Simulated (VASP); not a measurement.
# AlN (P2_1) in VASP: a series of runs

Runs on AlN. Level: PBE. Tasks: single point.

Everything below comes from runs of VASP 6.6.1. Logs are shortened: lines on timing, memory, paths and dates and some standing lists are left out, and cuts for length are marked.

**1. The cell of the first run**

It takes space group P2_1 (No. 4, monoclinic). Conventional cell: a = 3.130 Å, b = 5.018 Å, c = 3.130 Å, α = 90.00°, β = 120.00°, γ = 90.00°. Al (site symmetry 1) has 4 N at 1.89 to 1.92 Å within 2.5 Å. Within 2.5 Å of N (site symmetry 1) lie 4 Al at 1.89 to 1.92 Å.

**2. Single point, PBE (atoms displaced along a vibrational mode)**

File INCAR:

```
ALGO     = Normal         # electronic algorithm
EDIFF    = 1E-6           # SCF threshold, eV
ENCUT    = 520            # plane-wave cutoff, eV
GGA      = PE             # functional
ISIF     = 2              # what is computed and relaxed
ISMEAR   = 0              # smearing method
LASPH    = True           # aspherical terms in the spheres
LCHARG   = False          # write CHGCAR
LREAL    = False          # projectors in reciprocal space
LWAVE    = False          # write WAVECAR
NBANDS   = 26             # bands
NELM     = 80             # most SCF steps
PREC     = Accurate       # precision mode
SIGMA    = 0.05           # smearing width, eV
```

File KPOINTS:

```
k-points
0
Gamma
  8 8 8
```

File POSCAR:

```
AlN
1.0
   -3.1302395627      0.0000000000      0.0000000000
    0.0000000000      5.4217339625      0.0000000000
    1.5651197814     -2.7108669813     -5.0179796546
Al N
4 4
Direct
    0.9655918827      0.3324689746      0.9982712825
    0.4655918827      0.8324689746      0.9982712825
    0.2826793998      0.9158023079      0.4982712825
    0.7826793998      0.4158023079      0.4982712825
    0.8380435719      0.1416976921      0.6167287175
    0.3380435719      0.6416976921      0.6167287175
    0.0286851456      0.7250310254      0.1167287175
    0.5286851456      0.2250310254      0.1167287175
```

Potentials or basis: VASP PAW PBE potentials, release 64 (Al, N).

Started as:

```sh
cat potpaw_PBE.64/Al/POTCAR potpaw_PBE.64/N/POTCAR > POTCAR
mpirun -np 1 vasp_std > vasp.out
```

OUTCAR:

```text
EDIFF = 1E-6
   ENCUT = 520
   GGA = PE
   ISIF = 2
   ISMEAR = 0
   LASPH = True
   LREAL = False
   NELM = 80
   PREC = Accurate

 ion  position               nearest neighbor table
   1  0.966  0.332  0.998-   8 1.89   7 1.90   8 1.91   5 1.92   3 2.99   4 2.99   3 3.10   4 3.10
                             2 3.13   2 3.13   2 3.13   2 3.13   4 3.20   3 3.20
   2  0.466  0.832  0.998-   7 1.89   8 1.90   7 1.91   6 1.92   4 2.99   3 2.99   4 3.10   3 3.10
                             1 3.13   1 3.13   1 3.13   1 3.13   3 3.20   4 3.20
   3  0.283  0.916  0.498-   5 1.89   6 1.90   5 1.91   7 1.92   1 2.99   2 2.99   1 3.10   2 3.10
                             4 3.13   4 3.13   4 3.13   4 3.13   2 3.20   1 3.20
   4  0.783  0.416  0.498-   6 1.89   5 1.90   6 1.91   8 1.92   2 2.99   1 2.99   2 3.10   1 3.10
                             3 3.13   3 3.13   3 3.13   3 3.13   1 3.20   2 3.20
   5  0.838  0.142  0.617-   3 1.89   4 1.90   3 1.91   1 1.92
   6  0.338  0.642  0.617-   4 1.89   3 1.90   4 1.91   2 1.92
   7  0.029  0.725  0.117-   2 1.89   1 1.90   2 1.91   3 1.92
   8  0.529  0.225  0.117-   1 1.89   2 1.90   1 1.91   4 1.92

  LATTYP: Found a body centered orthorhombic cell.
 ALAT       =     3.1302395627
 B/A-ratio  =     1.7320508076
 C/A-ratio  =     3.2061313865

  Lattice vectors:

 A1 = (  -1.5651197814,   2.7108669813,   5.0179796546)
 A2 = (   1.5651197813,  -2.7108669812,   5.0179796546)
 A3 = (   1.5651197814,   2.7108669812,  -5.0179796546)

Analysis of symmetry for initial positions (statically):
=====================================================================
 Subroutine PRICEL returns following result:

  LATTYP: Found a hexagonal cell.
 ALAT       =     3.1302395627
 C/A-ratio  =     1.6030656932

  Lattice vectors:

 A1 = (   3.1302395627,  -0.0000000000,   0.0000000000)
 A2 = (  -1.5651197813,  -2.7108669813,   0.0000000000)
 A3 = (   0.0000000001,  -0.0000000000,  -5.0179796546)

   2 primitive cells build up your supercell.

 Routine SETGRP: Setting up the symmetry group for a
 body centered orthorhombic supercell.

 Subroutine GETGRP returns: Found  2 space group operations
 (whereof  1 operations were pure point group operations)
 out of a pool of  8 trial point group operations.

The static configuration has the point symmetry C_1 .
 The point group associated with its full space group is C_2 .

Analysis of symmetry for dynamics (positions and initial velocities):
=====================================================================
 Subroutine PRICEL returns following result:

  LATTYP: Found a hexagonal cell.
 ALAT       =     3.1302395627
 C/A-ratio  =     1.6030656932

  Lattice vectors:

 A1 = (   3.1302395627,  -0.0000000000,   0.0000000000)
 A2 = (  -1.5651197813,  -2.7108669813,   0.0000000000)
 A3 = (   0.0000000001,  -0.0000000000,  -5.0179796546)

   2 primitive cells build up your supercell.

 Routine SETGRP: Setting up the symmetry group for a
 body centered orthorhombic supercell.

 Subroutine GETGRP returns: Found  2 space group operations
 (whereof  1 operations were pure point group operations)
 out of a pool of  8 trial point group operations.

The dynamic configuration has the point symmetry C_1 .
 The point group associated with its full space group is C_2 .

 Subroutine INISYM returns: Found  2 space group operations
 (whereof  1 operations are pure point group operations),
 and found     2 'primitive' translations

----------------------------------------------------------------------------------------

                                     Primitive cell

  volume of cell :      42.5809

  direct lattice vectors                    reciprocal lattice vectors
     3.130239563 -0.000000000  0.000000000     0.319464367 -0.184442838  0.000000000
    -1.565119781 -2.710866981  0.000000000    -0.000000000 -0.368885676  0.000000000
     0.000000000 -0.000000000 -5.017979655     0.000000000  0.000000000 -0.199283391

  length of vectors
     3.130239563  3.130239563  5.017979655     0.368885676  0.368885676  0.199283391

  position of ions in fractional coordinates (direct lattice)
     0.700210425  0.333333333  0.998271282
     0.299789575  0.666666667  0.498271282
     0.636987453  0.333333333  0.616728718
     0.363012547  0.666666667  0.116728718

  ion indices of the primitive-cell ions
   primitive index   ion index
                 1           1
                 2           4
                 3           5
                 4           7

----------------------------------------------------------------------------------------

 KPOINTS: k-points

Automatic generation of k-mesh.
 Grid dimensions read from file:
 generate k-points for:    8    8    8

 Generating k-lattice:

  Cartesian coordinates                     Fractional coordinates (reciprocal lattice)
    -0.039933046  0.000000000 -0.012455212     0.125000000  0.000000000  0.000000000
     0.000000000  0.023055355 -0.012455212     0.000000000  0.125000000  0.000000000
     0.000000000  0.000000000 -0.024910424     0.000000000  0.000000000  0.125000000

  Length of vectors
     0.041830377  0.026204612  0.024910424

  Shift w.r.t. Gamma in fractional coordinates (k-lattice)
     0.000000000  0.000000000  0.000000000

 Subroutine IBZKPT returns following result:
 ===========================================

 Found    150 irreducible k-points:

 Following reciprocal coordinates:
            Coordinates               Weight
  0.000000  0.000000  0.000000      1.000000
  0.125000  0.000000 -0.000000      4.000000
  0.250000  0.000000 -0.000000      4.000000
  0.375000  0.000000  0.000000      4.000000
  0.500000  0.000000 -0.000000      2.000000
  0.000000  0.125000 -0.000000      4.000000
[... 16 lines left out ...]
  0.125000 -0.250000 -0.125000      4.000000
  0.250000  0.250000 -0.000000      4.000000
 [... further k-points ...]
   k-points           NKPTS =    150   k-points in BZ     NKDIM =    150   number of bands    NBANDS=     26
   number of dos      NEDOS =    301   number of ions     NIONS =      8
   total plane-waves  NPLWV =  46080
   dimension x,y,z NGX =    24 NGY =   40 NGZ =   48
   dimension x,y,z NGXF=    48 NGYF=   80 NGZF=   96
   ions per type =               4   4
   NGX,Y,Z   is equivalent  to a cutoff of  12.75, 12.27, 13.49 a.u.
   NGXF,Y,Z  is equivalent  to a cutoff of  25.49, 24.53, 26.98 a.u.
 SYSTEM =  unknown system
   PREC   = accura    normal or accurate (medium, high low for compatibility)
   ISTART =      0    job   : 0-new  1-cont  2-samecut
   ICHARG =      2    charge: 1-file 2-atom 10-const
   ISPIN  =      1    spin polarized calculation?
   LNONCOLLINEAR =      F non collinear calculations
   LSORBIT =      F    spin-orbit coupling
   LASPH  =      T    aspherical Exc in radial PAW
   ENCUT  =  520.0 eV  38.22 Ry    6.18 a.u.   5.82 10.08 11.00*2*pi/ulx,y,z
   NELM   =     80;   NELMIN=  2; NELMDL= -5     # of ELM steps
   EDIFF  = 0.1E-05   stopping-criterion for ELM
   LREAL  =      F    real-space projection
[... 7 lines left out ...]
   TEBEG  =    0.0;   TEEND  =   0.0 temperature during run
   PSTRESS=    0.0 pullay stress
   NELECT =      32.0000    total number of electrons
   NUPDOWN=      -1.0000    fix difference up-down
   EMIN   =  10.00;   EMAX   =-10.00  energy-range for DOS
   EFERMI =   0.00;   METHOD = LEGACY
   ISMEAR =     0;   SIGMA  =   0.05  broadening in eV -4-tet -1-fermi 0-gaus
   EFERMI_NEDOS =   21; number of points for ismear=-14 and -15
   IALGO  =     38    algorithm
   IMIX   =      4    mixing-type and parameters
     AMIX     =   0.40;   BMIX     =  1.00
     AMIX_MAG =   1.60;   BMIX_MAG =  1.00
  volume/ion in A,a.u.               =      10.65        71.84
  Fermi-wavevector in a.u.,A,eV,Ry     =   1.181345  2.232418 18.987951  1.395575
  Thomas-Fermi vector in A             =   2.317620
   LORBIT       =      0    0 simple, 1 ext, 2 COOP (PROOUT), +10 PAW based schemes
   GGA     = PE    functional components
   LHFCALC =     F    Hartree Fock is set to
   AEXX    =    0.0000 exact exchange contribution
   IVDW    =     0    specifies the selected vdW correction
   LEPSILON=     F    determine dielectric tensor
   LRPA    =     F    only Hartree local field effects (RPA)
 non-spin polarized calculation
 Gauss-broadening in eV      SIGMA  =   0.05
  energy-cutoff  :      520.00
  volume of cell :       85.16
 maximum number of plane-waves:      2322
   NGX = 11   NGY = 21   NGZ = 21

 number of electron      31.9999999 magnetization

 Free energy of the ion-electron system (eV)
  ---------------------------------------------------
  ext. energy  EPLUGINS =         0.00000000
  ---------------------------------------------------
  free energy    TOTEN  =       -59.38805311 eV

  energy without entropy =      -59.38805311  energy(sigma->0) =      -59.38805311

 E-fermi :   6.3132     XC(G=0): -10.8329

 val. band max:        6.0367560940   @ k =   0.0000   0.0000   0.0000
 cond. band min:       9.9542252861   @ k =   0.0000   0.0000   0.0000
 fundamental gap:      3.9174691921
 Fermi energy:         6.3131651648

 k-point     1 :       0.0000    0.0000    0.0000
  band No.  band energies     occupation
      1      -9.0931      2.00000
      2      -7.0050      2.00000
      3      -6.8132      2.00000
      4      -6.8132      2.00000
      5       0.0746      2.00000
      6       0.4532      2.00000
[... 18 lines left out ...]
     25      17.3614      0.00000
     26      17.3615      0.00000

 k-point     2 :       0.1250    0.0000   -0.0000
  band No.  band energies     occupation
      1      -8.9329      2.00000
      2      -6.9511      2.00000
      3      -6.8213      2.00000
      4      -6.7006      2.00000
      5       0.2983      2.00000
      6       0.5301      2.00000
[... 18 lines left out ...]
     25      16.4836      0.00000
[... 608 lines left out ...]
     25      16.5077      0.00000
     26      17.4605      0.00000

 k-point    24 :       0.2500    0.2500   -0.0000
  band No.  band energies     occupation
      1      -8.1615      2.00000
      2      -7.1227      2.00000
      3      -6.9481      2.00000
      4      -6.5656      2.00000
      5       1.2334      2.00000
      6       1.2955      2.00000
[... 18 lines left out ...]
     25      17.0835      0.00000
     26      17.2008      0.00000

 [... further k-points ...]

------------------------ aborting loop because EDIFF is reached ----------------------------------------

  FORCE on cell =-STRESS in cart. coord.  units (eV):
  Direction    XX          YY          ZZ          XY          YZ          ZX
  --------------------------------------------------------------------------------------
  -------------------------------------------------------------------------------------
  Total       -0.6620389     -0.1134527     -0.0692445      0.2341223     -0.0000000      0.0000000
  in kB      -12.4551629     -2.1344238     -1.3027206      4.4046218     -0.0000000      0.0000000
  external PRESSURE =      -5.2974358 kB  Pullay stress =       0.0000000 kB

 VOLUME and BASIS-vectors are now :
 -----------------------------------------------------------------------------
  energy-cutoff  :      520.00
  volume of cell :       85.16
      direct lattice vectors                 reciprocal lattice vectors
    -3.130239563  0.000000000  0.000000000    -0.319464367  0.000000000 -0.099641695
     0.000000000  5.421733963  0.000000000     0.000000000  0.184442838 -0.099641695
     1.565119781 -2.710866981 -5.017979655     0.000000000  0.000000000 -0.199283391

 POSITION                                       TOTAL-FORCE (eV/Angst)
 -----------------------------------------------------------------------------------
     -1.46012     -0.90362     -5.00930        -0.582098      0.048767      0.066788
      0.10500      1.80724     -5.00930        -0.582098      0.048767      0.066788
     -0.10500      3.61449     -2.50032         0.582098     -0.048767      0.066788
     -1.67012      0.90362     -2.50032         0.582098     -0.048767      0.066788
     -1.65802     -0.90362     -3.09473         0.271989      0.021148     -0.066788
     -0.09290      1.80724     -3.09473         0.271989      0.021148     -0.066788
      0.09290      3.61449     -0.58574        -0.271989     -0.021148     -0.066788
     -1.47222      0.90362     -0.58574        -0.271989     -0.021148     -0.066788
 -----------------------------------------------------------------------------------
    total drift:                                0.000022     -0.000015      0.001407

  FREE ENERGIE OF THE ION-ELECTRON SYSTEM (eV)
  ---------------------------------------------------
  free  energy   TOTEN  =       -59.3880531128 eV

  energy  without entropy=      -59.3880531128  energy(sigma->0) =      -59.38805311
```

Wall time 5.3 min (1 thread of Oxide Virtual Turin-like, shared host); peak memory 0.33 GiB.

What came out:

| Item | Value |
| --- | --- |
| Free energy | -59.3881 eV |
| Pressure | -0.5 GPa |
| Largest force | 0.588 eV/Å |
| Band gap on the k mesh | 3.92 eV |

Forces on the atoms (eV/Å):
```
Al  -0.582  0.049  0.067
Al  -0.582  0.049  0.067
Al   0.582 -0.049  0.067
Al   0.582 -0.049  0.067
N    0.272  0.021 -0.067
N    0.272  0.021 -0.067
N   -0.272 -0.021 -0.067
N   -0.272 -0.021 -0.067
```

Caveat: the cell differs from its parent crystal (atoms displaced along a vibrational mode). A k mesh can miss the band edges.

(Continued in part 2 of 2.)
